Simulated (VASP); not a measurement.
Write the native input for VASP 6.6.1 that does the following.

* Task: relaxation of shape and atoms at fixed volume
* Functional: LDA
* Potentials or basis: VASP PAW LDA potentials, release 64 (Al, Ga_d, N)
* Cutoff: 600 eV
* k mesh: 8 × 8 × 6
* Occupations: gaussian, width 0.02 eV
* Spin: no spin polarisation
* Dipole correction: no
* Further INCAR settings: ALGO = Normal; EDIFF = 1e-07; IBRION = 2; EDIFFG = -0.01; NSW = 50; ISIF = 4

The structure of AlGaN2 lies in POSCAR:

```
AlGaN2
1.0
    3.1763860280      0.0000000000      0.0000000000
    0.0000000000      3.1763860280      0.0000000000
    0.0000000000      0.0000000000      4.4703192781
Al Ga N
1 1 2
Direct
    0.5000000000      0.5000000000      0.5000000000
    0.0000000000      0.0000000000      0.0000000000
    0.5000000000      0.0000000000      0.7400513253
    0.0000000000      0.5000000000      0.2599486747
```

These files were run (other wordings do the same):

INCAR

```
SYSTEM = AlGaN2
PREC     = Accurate       ! precision mode
ENCUT    = 600            ! plane-wave cutoff, eV
EDIFF    = 1E-7           ! SCF threshold, eV
ISMEAR   = 0              ! smearing method
SIGMA    = 0.02           ! smearing width, eV
LREAL    = .FALSE.        ! projectors in reciprocal space
LASPH    = .TRUE.         ! aspherical terms in the spheres
NELM     = 100            ! most SCF steps
ALGO     = Normal         ! electronic algorithm
ISIF     = 4              ! what is computed and relaxed
LWAVE    = .FALSE.        ! write WAVECAR
LCHARG   = .FALSE.        ! write CHGCAR
IBRION   = 2              ! ionic algorithm
NSW      = 50             ! ionic steps
EDIFFG   = -0.01          ! ionic threshold
```

KPOINTS

```
regular mesh
0
G
  8 8 6
  0 0 0
```

Potentials or basis: VASP PAW LDA potentials, release 64 (Al, Ga_d, N).

Run with:

```sh
$ cat potpaw_LDA.64/Al/POTCAR potpaw_LDA.64/Ga_d/POTCAR potpaw_LDA.64/N/POTCAR > POTCAR
$ mpirun -np 1 vasp_std > vasp.out
```

It gave:

```
Energy gained by relaxing : 0.0 meV/atom
Ionic steps               : 2
Pressure after relaxing   : -10.1 GPa
Band gap on the k mesh    : 2.63 eV
```

Wall time 100 s on 1 thread of Intel(R) Xeon(R) Platinum 8259CL CPU @ 2.50GHz (Skylake/Cascade Lake), with other jobs on the host, peak memory 0.19 GiB.
